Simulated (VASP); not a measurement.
Input of a VASP 6.6.1 run:

File POSCAR:

```
KTaO3
1.0
    4.0095017183      0.0000000000      0.0000000000
    0.0000000000      4.0095017183      0.0000000000
    0.0000000000      0.0000000000      4.0095017183
Ta K O
1 1 3
Direct
    0.0000000000      0.0000000000      0.0000000000
    0.5000000000      0.5000000000      0.5000000000
    0.0000000000      0.0000000000      0.5000000000
    0.0000000000      0.5000000000      0.0000000000
    0.5000000000      0.0000000000      0.0000000000
```

File INCAR.step1:

```
ALGO = Normal ; EDIFF = 1E-4
ENCUT = 520 ; GGA = PE
ISMEAR = -1 ; LASPH = T
LCHARG = F ; LDAU = T
LDAUJ = 0 0 0 ; LDAUL = 2 -1 -1
LDAUTYPE = 2 ; LDAUU = 8 0 0
LMAXMIX = 4 ; LREAL = F
LWAVE = T ; NBANDS = 27
NELM = 150 ; PREC = Accurate
SIGMA = 0.05
```

INCAR.step2

```
ALGO = Normal ; EDIFF = 1E-7
ENCUT = 520 ; ISIF = 2
ISMEAR = -1 ; ISTART = 1
LASPH = T ; LCHARG = F
LDAU = T ; LDAUJ = 0 0 0
LDAUL = 2 -1 -1 ; LDAUPRINT = 1
LDAUTYPE = 2 ; LDAUU = 8 0 0
LMAXMIX = 4 ; LMIXTAU = T
LREAL = F ; LWAVE = F
METAGGA = R2SCAN ; NBANDS = 27
NELM = 150 ; PREC = Accurate
SIGMA = 0.05
```

KPOINTS

```
k-points
0
Gamma
  7 7 7
```

Potentials or basis: VASP PAW PBE potentials, release 64 (Ta_pv, K_sv, O).

Launch:

```bash
$ cat potpaw_PBE.64/Ta_pv/POTCAR potpaw_PBE.64/K_sv/POTCAR potpaw_PBE.64/O/POTCAR > POTCAR
$ cp INCAR.step1 INCAR
$ mpirun -np 1 vasp_std > vasp.out
$ cp INCAR.step2 INCAR
$ mpirun -np 1 vasp_std > vasp.out
```

Question: What does it give for the pressure?

Answer: 6.2 GPa.

Question: What does it give for the band gap on the k mesh?

Answer: 3.91 eV (least direct gap 4.61 eV).

Eigenvalues of the final occupation matrices:
```tsv
site	spin	trace	eigenvalues
site 1 d	1	0.85	0.11 0.11 0.11 0.26 0.26
site 1 d	2	0.85	0.11 0.11 0.11 0.26 0.26
```

Caveat: the cell stands under pressure; the PAW data sets were made with another functional, which shifts forces and pressure a little; spin-orbit coupling is left out, which moves the levels of the heavy elements; an odd mesh through Γ misses points on the zone boundary, where band edges can lie.
